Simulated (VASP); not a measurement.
P, 4 atoms in the cell. Symmetry: Cmce, No. 64, orthorhombic system. The conventional cell has a = 3.327 Å, b = 10.077 Å, c = 4.082 Å, α = 90.00°, β = 90.00°, γ = 90.00°. Within 2.9 Å of P (site symmetry m) lie 3 P at 2.23 to 2.25 Å. 

* Program: VASP 6.6.1
* Task: single point
* Functional: PBE
* Dispersion: D3(BJ)
* Potentials or basis: VASP PAW PBE potentials, release 64 (P)
* Cutoff: 520 eV
* k mesh: 14 × 14 × 10
* Occupations: gaussian, width 0.1 eV
* Spin: no spin polarisation
* Dipole correction: no
* Further INCAR settings: ALGO = Normal; EDIFF = 1e-06; NBANDS = 18

Potentials or basis: VASP PAW PBE potentials, release 64 (P).

Run with:

```console
$ cat potpaw_PBE.64/P/POTCAR > POTCAR
$ mpirun -np 1 vasp_std > vasp.out
```

Hardware: 1 thread of Intel(R) Xeon(R) 6975P-C (Granite Rapids) (shared host).

Estimate the wall time of this run.

It took 2.8 min on 1 thread of Intel(R) Xeon(R) 6975P-C (Granite Rapids) (shared host), peak memory 0.42 GiB. Counts: scf iterations 12, k points 342.
